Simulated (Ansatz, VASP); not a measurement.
## Two plane-wave programs on LiF

Contents of POSCAR:

```
LiF
1.0
    0.0000000000      2.0140000000      2.0140000000
    2.0140000000      0.0000000000      2.0140000000
    2.0140000000      2.0140000000      0.0000000000
Li F
1 1
Direct
   -0.0043886965      0.0000000000      0.0000000000
    0.5000000000      0.5000000000      0.5000000000
```

Contents of INCAR.step1:

```
SYSTEM = LiF
PREC = Accurate ; ENCUT = 520
ISMEAR = 0 ; SIGMA = 0.05
LREAL = .FALSE. ; LASPH = .TRUE.
NELM = 100 ; NBANDS = 12
GGA = PE ; ALGO = Normal
EDIFF = 1E-4 ; LWAVE = .TRUE.
LCHARG = .FALSE.
```

Contents of INCAR.step2:

```
SYSTEM = LiF
PREC = Accurate ; ENCUT = 520
EDIFF = 1E-7 ; ISMEAR = 0
SIGMA = 0.05 ; LREAL = .FALSE.
LASPH = .TRUE. ; NELM = 100
ALGO = Normal ; ISIF = 2
LWAVE = .FALSE. ; LCHARG = .TRUE.
METAGGA = R2SCAN ; LMIXTAU = .TRUE.
LELF = .TRUE. ; LVHAR = .TRUE.
NBANDS = 12 ; ISTART = 1
```

The input KPOINTS:

```
regular mesh
0
G
  10 10 10
  0 0 0
```

Input for Ansatz:

```yaml
crystal:
  lattice:
    - [0.0, 2.014, 2.014]
    - [2.014, 0.0, 2.014]
    - [2.014, 2.014, 0.0]
  atoms:
    - { symbol: Li, position: [-0.0043886965, 0.0, 0.0] }
    - { symbol: F, position: [0.5, 0.5, 0.5] }
basis:
  ecutwfc: 500
kpoints:
  mp_grid: { grid: [10, 10, 10] }
hamiltonian:
  xc: r2scan
scf:
  occupations: { method: gaussian, width: 0.05 }
output:
  forces: true
  stress: true
  eigenvalues: true
  write_density: true
  write_potential: true
  elf: true
  volumetric_format: npy
```

Change from the starting cell: all Li atoms moved +0.013 Å, as atom 1 towards its neighbour atom 1 (Li) at 2.848 Å.

Alike in both runs: task single point; functional r2SCAN; k mesh 10 × 10 × 10; occupations gaussian, width 0.05 eV; no spin polarisation.

|  | VASP | Ansatz |
| --- | --- | --- |
| version | VASP 6.6.1 | Ansatz 0.2.0 |
| potentials or method | VASP PAW PBE potentials, release 64 (Li_sv, F), cutoff 520 eV | scalar-relativistic, plane waves, PAW |
| valence electrons in the cell | 10 | 10 |

|  | VASP | Ansatz | Ansatz less VASP |
| --- | --- | --- | --- |
| gap on the k mesh at the Fermi level (eV) | 10.26 | 10.06 | -0.204 |
| least direct gap on the mesh (eV) | 10.26 | 10.06 | -0.204 |
| rms of the force components (eV/Å) | 0.017 | 0.012 | -0.0055 |

VASP's potentials were made for PBE, not for r2SCAN. Atom by atom the forces differ by 0.006 eV/Å (rms over components). The functional is the same, so the differences come from potentials, cutoffs and numerics.

Noted on VASP's run: the cutoff is under 1.25 times that of the potentials, so the pressure is a little rough.
